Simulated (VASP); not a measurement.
# Ge3Pt (P4/mmm) in VASP: relaxation of cell and atoms with PBE

Aim: the relaxation of cell and atoms of Ge3Pt with PBE.

Everything below comes from runs of VASP 6.6.1. Logs are shortened: lines on timing, memory, paths and dates and some standing lists are left out, and cuts for length are marked.

**1. The cell of the first run**

Symmetry: P4/mmm, No. 123, tetragonal system. Conventional cell: a = 3.503 Å, b = 3.503 Å, c = 7.719 Å, α = 90.00°, β = 90.00°, γ = 90.00°. Ge (site symmetry 4mm) has 9 Ge at 2.55 to 3.58 Å and 1 Pt at 2.58 Å within 3.6 Å. Within 3.3 Å of Ge (site symmetry 4/mmm) lie 4 Pt at 2.48 Å. Within 3.3 Å of Pt (site symmetry 4/mmm) lie 6 Ge at 2.48 to 2.58 Å.

The cell was generated, and may not be a known phase.

**2. Relaxation of cell and atoms, PBE**

Contents of INCAR:

```
SYSTEM = Ge3Pt
ALGO     = Normal         ! electronic algorithm
EDIFF    = 1E-7           ! SCF threshold, eV
EDIFFG   = -0.01          ! ionic threshold
ENCUT    = 600            ! plane-wave cutoff, eV
GGA      = PE             ! functional
IBRION   = 2              ! ionic algorithm
ISIF     = 3              ! what is computed and relaxed
ISMEAR   = 0              ! smearing method
LASPH    = .True.         ! aspherical terms in the spheres
LCHARG   = .False.        ! write CHGCAR
LREAL    = .False.        ! projectors in reciprocal space
LWAVE    = .False.        ! write WAVECAR
NELM     = 100            ! most SCF steps
NSW      = 100            ! ionic steps
PREC     = Accurate       ! precision mode
SIGMA    = 0.1            ! smearing width, eV
```

Contents of KPOINTS:

```
k-points
0
Gamma
  14 14 6
  0 0 0
```

Contents of POSCAR:

```
Ge3Pt
1.0
    3.5033988640      0.0000000000      0.0000000000
    0.0000000000      3.5033988640      0.0000000000
    0.0000000000      0.0000000000      7.7188453318
Ge Pt
3 1
Direct
    0.0000000000      0.0000000000      0.6652335560
    0.0000000000      0.0000000000      0.3347664440
    0.5000000000      0.5000000000      0.0000000000
    0.0000000000      0.0000000000      0.0000000000
```

Potentials or basis: VASP PAW PBE potentials, release 64 (Ge_d, Pt).

On the command line:

```sh
> cat potpaw_PBE.64/Ge_d/POTCAR potpaw_PBE.64/Pt/POTCAR > POTCAR
> mpirun -np 1 vasp_std > vasp.out
```

OUTCAR:

```text
SYSTEM = Ge3Pt
   EDIFF = 1E-7
   EDIFFG = -0.01
   ENCUT = 600
   GGA = PE
   IBRION = 2
   ISIF = 3
   ISMEAR = 0
   LASPH = .True.
   LREAL = .False.
   NELM = 100
   NSW = 100
   PREC = Accurate

 ion  position               nearest neighbor table
   1  0.000  0.000  0.665-   2 2.55   4 2.58
   2  0.000  0.000  0.335-   1 2.55   4 2.58
   3  0.500  0.500  0.000-   4 2.48   4 2.48   4 2.48   4 2.48
   4  0.000  0.000  0.000-   3 2.48   3 2.48   3 2.48   3 2.48   1 2.58   2 2.58

  LATTYP: Found a simple tetragonal cell.
 ALAT       =     3.5033988640
 C/A-ratio  =     2.2032448007

  Lattice vectors:

 A1 = (   3.5033988640,   0.0000000000,   0.0000000000)
 A2 = (   0.0000000000,   3.5033988640,   0.0000000000)
 A3 = (   0.0000000000,   0.0000000000,   7.7188453318)

Analysis of symmetry for initial positions (statically):
=====================================================================
 Subroutine PRICEL returns:
 Original cell was already a primitive cell.

 Routine SETGRP: Setting up the symmetry group for a
 simple tetragonal supercell.

 Subroutine GETGRP returns: Found 16 space group operations
 (whereof 16 operations were pure point group operations)
 out of a pool of 16 trial point group operations.

The static configuration has the point symmetry D_4h.

Analysis of symmetry for dynamics (positions and initial velocities):
=====================================================================
 Subroutine PRICEL returns:
 Original cell was already a primitive cell.

 Routine SETGRP: Setting up the symmetry group for a
 simple tetragonal supercell.

 Subroutine GETGRP returns: Found 16 space group operations
 (whereof 16 operations were pure point group operations)
 out of a pool of 16 trial point group operations.

The dynamic configuration has the point symmetry D_4h.

 Subroutine INISYM returns: Found 16 space group operations
 (whereof 16 operations are pure point group operations),
 and found     1 'primitive' translations

----------------------------------------------------------------------------------------

                                     Primitive cell

  volume of cell :      94.7396

  direct lattice vectors                    reciprocal lattice vectors
     3.503398864  0.000000000  0.000000000     0.285437097  0.000000000  0.000000000
     0.000000000  3.503398864  0.000000000     0.000000000  0.285437097  0.000000000
     0.000000000  0.000000000  7.718845332     0.000000000  0.000000000  0.129553056

  length of vectors
     3.503398864  3.503398864  7.718845332     0.285437097  0.285437097  0.129553056

  position of ions in fractional coordinates (direct lattice)
     0.000000000  0.000000000  0.665233556
     0.000000000  0.000000000  0.334766444
     0.500000000  0.500000000  0.000000000
     0.000000000  0.000000000  0.000000000

  ion indices of the primitive-cell ions
   primitive index   ion index
                 1           1
                 2           2
                 3           3
                 4           4

----------------------------------------------------------------------------------------

 KPOINTS: k-points

Automatic generation of k-mesh.
 Grid dimensions read from file:
 generate k-points for:   14   14    6

 Generating k-lattice:

  Cartesian coordinates                     Fractional coordinates (reciprocal lattice)
     0.020388364  0.000000000  0.000000000     0.071428571  0.000000000  0.000000000
     0.000000000  0.020388364  0.000000000     0.000000000  0.071428571  0.000000000
     0.000000000  0.000000000  0.021592176     0.000000000  0.000000000  0.166666667

  Length of vectors
     0.020388364  0.020388364  0.021592176

  Shift w.r.t. Gamma in fractional coordinates (k-lattice)
     0.000000000  0.000000000  0.000000000

 Subroutine IBZKPT returns following result:
 ===========================================

 Found    144 irreducible k-points:

 Following reciprocal coordinates:
            Coordinates               Weight
  0.000000  0.000000  0.000000      1.000000
  0.071429  0.000000  0.000000      4.000000
  0.142857  0.000000  0.000000      4.000000
  0.214286  0.000000  0.000000      4.000000
  0.285714  0.000000  0.000000      4.000000
  0.357143  0.000000  0.000000      4.000000
[... 16 lines left out ...]
  0.285714  0.214286  0.000000      8.000000
  0.357143  0.214286  0.000000      8.000000
 [... further k-points ...]
   k-points           NKPTS =    144   k-points in BZ     NKDIM =    144   number of bands    NBANDS=     31
   number of dos      NEDOS =    301   number of ions     NIONS =      4
   total plane-waves  NPLWV =  50176
   dimension x,y,z NGX =    28 NGY =   28 NGZ =   64
   dimension x,y,z NGXF=    56 NGYF=   56 NGZF=  128
   ions per type =               3   1
   NGX,Y,Z   is equivalent  to a cutoff of  13.29, 13.29, 13.78 a.u.
   NGXF,Y,Z  is equivalent  to a cutoff of  26.57, 26.57, 27.57 a.u.
 SYSTEM =  Ge3Pt
   PREC   = accura    normal or accurate (medium, high low for compatibility)
   ISTART =      0    job   : 0-new  1-cont  2-samecut
   ICHARG =      2    charge: 1-file 2-atom 10-const
   ISPIN  =      1    spin polarized calculation?
   LNONCOLLINEAR =      F non collinear calculations
   LSORBIT =      F    spin-orbit coupling
   LASPH  =      T    aspherical Exc in radial PAW
   ENCUT  =  600.0 eV  44.10 Ry    6.64 a.u.   7.00  7.00 15.42*2*pi/ulx,y,z
   NELM   =    100;   NELMIN=  2; NELMDL= -5     # of ELM steps
   EDIFF  = 0.1E-06   stopping-criterion for ELM
   LREAL  =      F    real-space projection
   EDIFFG = -.1E-01   stopping-criterion for IOM
   NSW    =    100    number of steps for IOM
   IBRION =      2    ionic relax: 0-MD 1-quasi-New 2-CG
   NFREE  =      1    steps in history (QN), initial steepest desc. (CG)
   ISIF   =      3    stress and relaxation
   ISYM   =      2    0-nonsym 1-usesym 2-fastsym
   POTIM  = 0.5000    time-step for ionic-motion
   TEBEG  =    0.0;   TEEND  =   0.0 temperature during run
   PSTRESS=    0.0 pullay stress
   NELECT =      52.0000    total number of electrons
   NUPDOWN=      -1.0000    fix difference up-down
   EMIN   =  10.00;   EMAX   =-10.00  energy-range for DOS
   EFERMI =   0.00;   METHOD = LEGACY
   ISMEAR =     0;   SIGMA  =   0.10  broadening in eV -4-tet -1-fermi 0-gaus
   EFERMI_NEDOS =   21; number of points for ismear=-14 and -15
   IALGO  =     38    algorithm
   IMIX   =      4    mixing-type and parameters
     AMIX     =   0.40;   BMIX     =  1.00
     AMIX_MAG =   1.60;   BMIX_MAG =  1.00
  volume/ion in A,a.u.               =      23.68       159.83
  Fermi-wavevector in a.u.,A,eV,Ry     =   1.340393  2.532975 24.444949  1.796653
  Thomas-Fermi vector in A             =   2.468709
   LORBIT       =      0    0 simple, 1 ext, 2 COOP (PROOUT), +10 PAW based schemes
   GGA     = PE    functional components
   LHFCALC =     F    Hartree Fock is set to
   AEXX    =    0.0000 exact exchange contribution
   IVDW    =     0    specifies the selected vdW correction
   LEPSILON=     F    determine dielectric tensor
   LRPA    =     F    only Hartree local field effects (RPA)
 conjugate gradient relaxation of ions
 non-spin polarized calculation
 Gauss-broadening in eV      SIGMA  =   0.10
  energy-cutoff  :      600.00
  volume of cell :       94.74
 maximum number of plane-waves:      3193
 NGX is ok and might be reduce to    28
   NGX = 13   NGY = 13   NGZ = 31

--------------------------------------- Ionic step        1  -------------------------------------------

 number of electron      51.9999965 magnetization

 Free energy of the ion-electron system (eV)
  ---------------------------------------------------
  ext. energy  EPLUGINS =         0.00000000
  ---------------------------------------------------
  free energy    TOTEN  =       -18.23618752 eV

  energy without entropy =      -18.22057200  energy(sigma->0) =      -18.22837976

------------------------ aborting loop because EDIFF is reached ----------------------------------------

  FORCE on cell =-STRESS in cart. coord.  units (eV):
  Direction    XX          YY          ZZ          XY          YZ          ZX
  --------------------------------------------------------------------------------------
  -------------------------------------------------------------------------------------
  Total        0.1696678      0.1696678      0.2129336      0.0000000      0.0000000     -0.0000000
  in kB        2.8693167      2.8693167      3.6010020      0.0000000      0.0000000     -0.0000000
  external PRESSURE =       3.1132118 kB  Pullay stress =       0.0000000 kB
[... 137 lines left out ...]
  energy  without entropy=      -18.2234450226  energy(sigma->0) =      -18.23094463

--------------------------------------- Ionic step        5  -------------------------------------------

 number of electron      51.9999962 magnetization

 Free energy of the ion-electron system (eV)
  ---------------------------------------------------
  ext. energy  EPLUGINS =         0.00000000
  ---------------------------------------------------
  free energy    TOTEN  =       -18.23849105 eV

  energy without entropy =      -18.22360727  energy(sigma->0) =      -18.23104916

 E-fermi :   4.8924     XC(G=0): -10.0721

 val. band max:        4.8852237008   @ k =   0.1429   0.1429   0.0000
 cond. band min:       4.8938650244   @ k =   0.2857   0.2857   0.3333
 fundamental gap:      0.0086413236
 Fermi energy:         4.8924135024

 k-point     1 :       0.0000    0.0000    0.0000
  band No.  band energies     occupation
      1     -20.4336      2.00000
      2     -20.3632      2.00000
      3     -20.3632      2.00000
      4     -20.3143      2.00000
      5     -20.2746      2.00000
      6     -19.9563      2.00000
[... 805 lines left out ...]
     30       7.5387      0.00000
     31       8.2650      0.00000

 [... further k-points ...]

------------------------ aborting loop because EDIFF is reached ----------------------------------------

  FORCE on cell =-STRESS in cart. coord.  units (eV):
  Direction    XX          YY          ZZ          XY          YZ          ZX
  --------------------------------------------------------------------------------------
  -------------------------------------------------------------------------------------
  Total        0.0254834      0.0254834     -0.0177282      0.0000000      0.0000000     -0.0000000
  in kB        0.4297134      0.4297134     -0.2989419      0.0000000      0.0000000     -0.0000000
  external PRESSURE =       0.1868283 kB  Pullay stress =       0.0000000 kB
[... 19 lines left out ...]
  FREE ENERGIE OF THE ION-ELECTRON SYSTEM (eV)
  ---------------------------------------------------
  free  energy   TOTEN  =       -18.2384910511 eV

  energy  without entropy=      -18.2236072710  energy(sigma->0) =      -18.23104916

 reached required accuracy - stopping structural energy minimisation
```

It took 37 min on 1 thread of Intel Xeon Platinum 8259CL at 2.50GHz (Skylake/Cascade Lake), shared host; peak memory 0.56 GiB.

Results:

* Free energy: -18.2385 eV
* Relaxed volume: 23.75 Å³/atom
* Relaxed cell: a = 3.507 Å, b = 3.507 Å, c = 7.726 Å, α = 90.00°, β = 90.00°, γ = 90.00°
* Space group after relaxing (to 0.1 Å): P4/mmm (No. 123)
* Energy gained by relaxing: 0.6 meV/atom
* Ionic steps: 5
* Pressure after relaxing: 0.0 GPa
* Band gap on the k mesh: zero (bands 26 and 27 overlap by 2.21 eV)

Forces in eV/Å, atoms in the order of the input:
```
Ge   0.000  0.000  0.003
Ge   0.000  0.000 -0.003
Ge   0.000  0.000  0.000
Pt   0.000  0.000  0.000
```

The path:
```csv
step,energy change (eV),largest force (eV/Å),pressure (GPa),volume (Å³)
1,0.0000,0.1468,0.31,94.74
2,-0.0017,0.0597,-0.21,95.37
3,-0.0017,0.0597,-0.21,95.37
4,-0.0023,0.0164,-0.06,95.12
5,-0.0023,0.0027,0.02,95.01
```

Final structure:
```
CELL_PARAMETERS angstrom
3.50684 0.00000 0.00000
0.00000 3.50684 0.00000
0.00000 0.00000 7.72603
ATOMIC_POSITIONS crystal
Ge 0.00000 0.00000 0.66343
Ge 0.00000 0.00000 0.33657
Ge 0.50000 0.50000 0.00000
Pt 0.00000 0.00000 0.00000
```

Caveat: spin-orbit coupling is left out, which moves the levels of the heavy elements.
